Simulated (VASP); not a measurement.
# Ni3Ge (Pm-3m) in VASP: a series of runs

Ni3Ge is run at these levels: r2SCAN; tasks: single point.

Program: VASP 6.6.1. These are calculated values, not measurements. Logs are shortened: lines on timing, memory, paths and dates and some standing lists are left out, and cuts for length are marked.

## 1. The cell of the first run

It takes space group Pm-3m (No. 221, cubic). The conventional cell has a = 3.530 Å, b = 3.530 Å, c = 3.530 Å, α = 90.00°, β = 90.00°, γ = 90.00°. Ni (site symmetry 4/mmm) has 8 Ni at 2.50 Å and 4 Ge at 2.50 Å within 3.3 Å. Within 3.3 Å of Ge (site symmetry m-3m) lie 12 Ni at 2.50 Å.

## 2. Single point, r2SCAN

POSCAR

```
Ni3Ge
1.0
    3.5303341067      0.0000000000      0.0000000000
    0.0000000000      3.5303341067      0.0000000000
    0.0000000000      0.0000000000      3.5303341067
Ni Ge
3 1
Direct
    0.5000000000      0.0000000000      0.5000000000
    0.0000000000      0.5000000000      0.5000000000
    0.5000000000      0.5000000000      0.0000000000
    0.0000000000      0.0000000000      0.0000000000
```

INCAR.step1

```
PREC     = Accurate       # precision mode
ENCUT    = 520            # plane-wave cutoff, eV
ISMEAR   = 0              # smearing method
SIGMA    = 0.1            # smearing width, eV
LREAL    = F              # projectors in reciprocal space
LASPH    = T              # aspherical terms in the spheres
NELM     = 80             # most SCF steps
NBANDS   = 30             # bands
GGA      = PE             # functional
ALGO     = Normal         # electronic algorithm
EDIFF    = 1E-4           # SCF threshold, eV
LWAVE    = T              # write WAVECAR
LCHARG   = F              # write CHGCAR
```

INCAR.step2

```
PREC     = Accurate       # precision mode
ENCUT    = 520            # plane-wave cutoff, eV
EDIFF    = 1E-6           # SCF threshold, eV
ISMEAR   = 0              # smearing method
SIGMA    = 0.1            # smearing width, eV
LREAL    = F              # projectors in reciprocal space
LASPH    = T              # aspherical terms in the spheres
NELM     = 80             # most SCF steps
ALGO     = Normal         # electronic algorithm
ISIF     = 2              # what is computed and relaxed
LWAVE    = F              # write WAVECAR
LCHARG   = F              # write CHGCAR
METAGGA  = R2SCAN         # meta-GGA
LMIXTAU  = T            
NBANDS   = 30             # bands
ISTART   = 1
```

KPOINTS

```
Automatic mesh
0
Gamma
  1 1 1
```

Potentials or basis: VASP PAW PBE potentials, release 64 (Ni, Ge_d).

The run is started by

```console
cat potpaw_PBE.64/Ni/POTCAR potpaw_PBE.64/Ge_d/POTCAR > POTCAR
cp INCAR.step1 INCAR
mpirun -np 1 vasp_gam > vasp.out
cp INCAR.step2 INCAR
mpirun -np 1 vasp_gam > vasp.out
```

OUTCAR:

```text
PREC = Accurate
   ENCUT = 520
   EDIFF = 1E-6
   ISMEAR = 0
   LREAL = F
   LASPH = T
   NELM = 80
   ISIF = 2
   METAGGA = R2SCAN
   ISTART = 1

 ion  position               nearest neighbor table
   1  0.500  0.000  0.500-   2 2.50   3 2.50   4 2.50   3 2.50   4 2.50   2 2.50   3 2.50   3 2.50
                             2 2.50   4 2.50   4 2.50   2 2.50
   2  0.000  0.500  0.500-   1 2.50   3 2.50   4 2.50   3 2.50   4 2.50   1 2.50   4 2.50   4 2.50
                             1 2.50   3 2.50   3 2.50   1 2.50
   3  0.500  0.500  0.000-   1 2.50   2 2.50   4 2.50   1 2.50   2 2.50   1 2.50   4 2.50   1 2.50
                             2 2.50   4 2.50   2 2.50   4 2.50
   4  0.000  0.000  0.000-   1 2.50   2 2.50   3 2.50   1 2.50   2 2.50   2 2.50   3 2.50   2 2.50
                             1 2.50   3 2.50   1 2.50   3 2.50

  LATTYP: Found a simple cubic cell.
 ALAT       =     3.5303341067

  Lattice vectors:

 A1 = (   3.5303341067,   0.0000000000,   0.0000000000)
 A2 = (   0.0000000000,   3.5303341067,   0.0000000000)
 A3 = (   0.0000000000,   0.0000000000,   3.5303341067)

Analysis of symmetry for initial positions (statically):
=====================================================================
 Subroutine PRICEL returns:
 Original cell was already a primitive cell.

 Routine SETGRP: Setting up the symmetry group for a
 simple cubic supercell.

 Subroutine GETGRP returns: Found 48 space group operations
 (whereof 48 operations were pure point group operations)
 out of a pool of 48 trial point group operations.

The static configuration has the point symmetry O_h .

Analysis of symmetry for dynamics (positions and initial velocities):
=====================================================================
 Subroutine PRICEL returns:
 Original cell was already a primitive cell.

 Routine SETGRP: Setting up the symmetry group for a
 simple cubic supercell.

 Subroutine GETGRP returns: Found 48 space group operations
 (whereof 48 operations were pure point group operations)
 out of a pool of 48 trial point group operations.

The dynamic configuration has the point symmetry O_h .

 Subroutine INISYM returns: Found 48 space group operations
 (whereof 48 operations are pure point group operations),
 and found     1 'primitive' translations

----------------------------------------------------------------------------------------

                                     Primitive cell

  volume of cell :      43.9995

  direct lattice vectors                    reciprocal lattice vectors
     3.530334107  0.000000000  0.000000000     0.283259309  0.000000000  0.000000000
     0.000000000  3.530334107  0.000000000     0.000000000  0.283259309  0.000000000
     0.000000000  0.000000000  3.530334107     0.000000000  0.000000000  0.283259309

  length of vectors
     3.530334107  3.530334107  3.530334107     0.283259309  0.283259309  0.283259309

  position of ions in fractional coordinates (direct lattice)
     0.500000000  0.000000000  0.500000000
     0.000000000  0.500000000  0.500000000
     0.500000000  0.500000000  0.000000000
     0.000000000  0.000000000  0.000000000

  ion indices of the primitive-cell ions
   primitive index   ion index
                 1           1
                 2           2
                 3           3
                 4           4

----------------------------------------------------------------------------------------

 KPOINTS: Automatic mesh

Automatic generation of k-mesh.
 Grid dimensions read from file:
 generate k-points for:    1    1    1

 Generating k-lattice:

  Cartesian coordinates                     Fractional coordinates (reciprocal lattice)
     0.283259309  0.000000000  0.000000000     1.000000000  0.000000000  0.000000000
     0.000000000  0.283259309  0.000000000     0.000000000  1.000000000  0.000000000
     0.000000000  0.000000000  0.283259309     0.000000000  0.000000000  1.000000000

  Length of vectors
     0.283259309  0.283259309  0.283259309

  Shift w.r.t. Gamma in fractional coordinates (k-lattice)
     0.000000000  0.000000000  0.000000000

 Subroutine IBZKPT returns following result:
 ===========================================

 Found      1 irreducible k-points:

 Following reciprocal coordinates:
            Coordinates               Weight
  0.000000  0.000000  0.000000      1.000000
   k-points           NKPTS =      1   k-points in BZ     NKDIM =      1   number of bands    NBANDS=     30
   number of dos      NEDOS =    301   number of ions     NIONS =      4
   total plane-waves  NPLWV =  21952
   dimension x,y,z NGX =    28 NGY =   28 NGZ =   28
   dimension x,y,z NGXF=    56 NGYF=   56 NGZF=   56
   ions per type =               3   1
   NGX,Y,Z   is equivalent  to a cutoff of  13.19, 13.19, 13.19 a.u.
   NGXF,Y,Z  is equivalent  to a cutoff of  26.37, 26.37, 26.37 a.u.
 SYSTEM =  unknown system
   PREC   = accura    normal or accurate (medium, high low for compatibility)
   ISTART =      1    job   : 0-new  1-cont  2-samecut
   ICHARG =      0    charge: 1-file 2-atom 10-const
   ISPIN  =      1    spin polarized calculation?
   LNONCOLLINEAR =      F non collinear calculations
   LSORBIT =      F    spin-orbit coupling
   LASPH  =      T    aspherical Exc in radial PAW
   ENCUT  =  520.0 eV  38.22 Ry    6.18 a.u.   6.56  6.56  6.56*2*pi/ulx,y,z
   NELM   =     80;   NELMIN=  2; NELMDL=  0     # of ELM steps
   EDIFF  = 0.1E-05   stopping-criterion for ELM
   LREAL  =      F    real-space projection
   EDIFFG = 0.1E-04   stopping-criterion for IOM
   NSW    =      0    number of steps for IOM
   IBRION =     -1    ionic relax: 0-MD 1-quasi-New 2-CG
   NFREE  =      0    steps in history (QN), initial steepest desc. (CG)
   ISIF   =      2    stress and relaxation
   ISYM   =      2    0-nonsym 1-usesym 2-fastsym
   POTIM  = 0.5000    time-step for ionic-motion
   TEBEG  =    0.0;   TEEND  =   0.0 temperature during run
   PSTRESS=    0.0 pullay stress
   NELECT =      44.0000    total number of electrons
   NUPDOWN=      -1.0000    fix difference up-down
   EMIN   =  10.00;   EMAX   =-10.00  energy-range for DOS
   EFERMI =   0.00;   METHOD = LEGACY
   ISMEAR =     0;   SIGMA  =   0.10  broadening in eV -4-tet -1-fermi 0-gaus
   EFERMI_NEDOS =   21; number of points for ismear=-14 and -15
   IALGO  =     38    algorithm
   IMIX   =      4    mixing-type and parameters
     AMIX     =   0.40;   BMIX     =  1.00
     AMIX_MAG =   1.60;   BMIX_MAG =  1.00
  volume/ion in A,a.u.               =      11.00        74.23
  Fermi-wavevector in a.u.,A,eV,Ry     =   1.637105  3.093680 36.465156  2.680113
  Thomas-Fermi vector in A             =   2.728300
   LORBIT       =      0    0 simple, 1 ext, 2 COOP (PROOUT), +10 PAW based schemes
   METAGGA = R2SCAN    functional components
   LHFCALC =     F    Hartree Fock is set to
   AEXX    =    0.0000 exact exchange contribution
   IVDW    =     0    specifies the selected vdW correction
   LEPSILON=     F    determine dielectric tensor
   LRPA    =     F    only Hartree local field effects (RPA)
 non-spin polarized calculation
 Gauss-broadening in eV      SIGMA  =   0.10
  energy-cutoff  :      520.00
  volume of cell :       44.00
 maximum number of plane-waves:       607
 NGX is ok and might be reduce to    28
   NGX = 13   NGY = 13   NGZ = 13

 number of electron      43.9999973 magnetization

 Free energy of the ion-electron system (eV)
  ---------------------------------------------------
  ext. energy  EPLUGINS =         0.00000000
  ---------------------------------------------------
  free energy    TOTEN  =       -40.44368020 eV

  energy without entropy =      -40.12478020  energy(sigma->0) =      -40.28423020

 E-fermi :   9.4968     XC(G=0): -14.6677

 val. band max:        9.4798199834   @ k =   0.0000   0.0000   0.0000
 cond. band min:      14.4960256329   @ k =   0.0000   0.0000   0.0000
 fundamental gap:      5.0162056495
 Fermi energy:         9.4967691993

 k-point     1 :       0.0000    0.0000    0.0000
  band No.  band energies     occupation
      1     -13.8368      2.00000
      2     -13.8368      2.00000
      3     -13.8153      2.00000
      4     -13.8153      2.00000
      5     -13.8153      2.00000
      6      -2.4327      2.00000
[... 22 lines left out ...]
     29      21.3500      0.00000
     30      21.3500      0.00000

------------------------ aborting loop because EDIFF is reached ----------------------------------------

  FORCE on cell =-STRESS in cart. coord.  units (eV):
  Direction    XX          YY          ZZ          XY          YZ          ZX
  --------------------------------------------------------------------------------------
  -------------------------------------------------------------------------------------
  Total        7.1466849      7.1466849      7.1466849     -0.0000000     -0.0000000      0.0000000
  in kB      260.2362488    260.2362488    260.2362488     -0.0000000     -0.0000000      0.0000000
  external PRESSURE =     260.2362488 kB  Pullay stress =       0.0000000 kB

 VOLUME and BASIS-vectors are now :
 -----------------------------------------------------------------------------
  energy-cutoff  :      520.00
  volume of cell :       44.00
      direct lattice vectors                 reciprocal lattice vectors
     3.530334107  0.000000000  0.000000000     0.283259309  0.000000000  0.000000000
     0.000000000  3.530334107  0.000000000     0.000000000  0.283259309  0.000000000
     0.000000000  0.000000000  3.530334107     0.000000000  0.000000000  0.283259309

 POSITION                                       TOTAL-FORCE (eV/Angst)
 -----------------------------------------------------------------------------------
      1.76517      0.00000      1.76517         0.000000      0.000000      0.000000
      0.00000      1.76517      1.76517         0.000000      0.000000      0.000000
      1.76517      1.76517      0.00000         0.000000      0.000000      0.000000
      0.00000      0.00000      0.00000         0.000000      0.000000      0.000000
 -----------------------------------------------------------------------------------
    total drift:                                0.000000      0.000000      0.000000

  FREE ENERGIE OF THE ION-ELECTRON SYSTEM (eV)
  ---------------------------------------------------
  free  energy   TOTEN  =       -40.4436802015 eV

  energy  without entropy=      -40.1247802019  energy(sigma->0) =      -40.28423020
```

It took 68 s on 1 thread of Intel Xeon Platinum 8488C (Sapphire Rapids), shared host; peak memory 0.16 GiB.

What came out:

```yaml
Free_energy: -40.4437 eV
Pressure: 26.0 GPa
Band_gap_on_the_k_mesh: zero (filled and empty bands touch)
```

Caveat: the k points lie up to 1.78 Å⁻¹ apart; the PAW data sets were made with another functional, which shifts forces and pressure a little. Spin polarisation is off, so any magnetic state and its effect on volume and gap are missing.

## 3. Single point, r2SCAN

POSCAR is that of step 2.

INCAR.step1 is that of step 2.

Edit INCAR.step2 of step 2 so:

```diff
@@ -2,3 +2,3 @@
 ENCUT    = 520            # plane-wave cutoff, eV
-EDIFF    = 1E-6           # SCF threshold, eV
+EDIFF    = 1E-7           # SCF threshold, eV
 ISMEAR   = 0              # smearing method
```

KPOINTS

```
regular mesh
0
Gamma
  2 2 2
```

Potentials or basis: VASP PAW PBE potentials, release 64 (Ni, Ge_d).

The run is started by

```console
cat potpaw_PBE.64/Ni/POTCAR potpaw_PBE.64/Ge_d/POTCAR > POTCAR
cp INCAR.step1 INCAR
mpirun -np 1 vasp_std > vasp.out
cp INCAR.step2 INCAR
mpirun -np 1 vasp_std > vasp.out
```

Run time: 34 s. Hardware: 1 thread of Intel Xeon Platinum 8488C (Sapphire Rapids), shared host; peak memory 0.16 GiB.

It converged, with:

- Free energy: -50.9227 eV
- Pressure: -2.9 GPa
- Band gap on the k mesh: zero (band 22 reaches 9.83 eV, above the bottom of band 23 at 9.60 eV)

Levels at points of the mesh, in eV from the Fermi level:
| k point | band 19 | band 20 | band 21 | band 22 | band 23 | band 24 |
| --- | --- | --- | --- | --- | --- | --- |
| (0.00, 0.00, 0.00) | -0.64 | -0.64 | -0.28 | 0.03 | 0.03 | 0.03 |
| (0.50, 0.00, 0.00) | -1.27 | -1.15 | -0.68 | 0.03 | 4.05 | 4.05 |
| (0.50, 0.50, 0.00) | -1.25 | -1.06 | -0.92 | -0.85 | 0.68 | 0.68 |
| (0.50, 0.50, 0.50) | -1.12 | -1.12 | -0.33 | -0.20 | -0.20 | -0.20 |

Caveat: the k points lie up to 0.89 Å⁻¹ apart; the PAW data sets were made with another functional, which shifts forces and pressure a little.
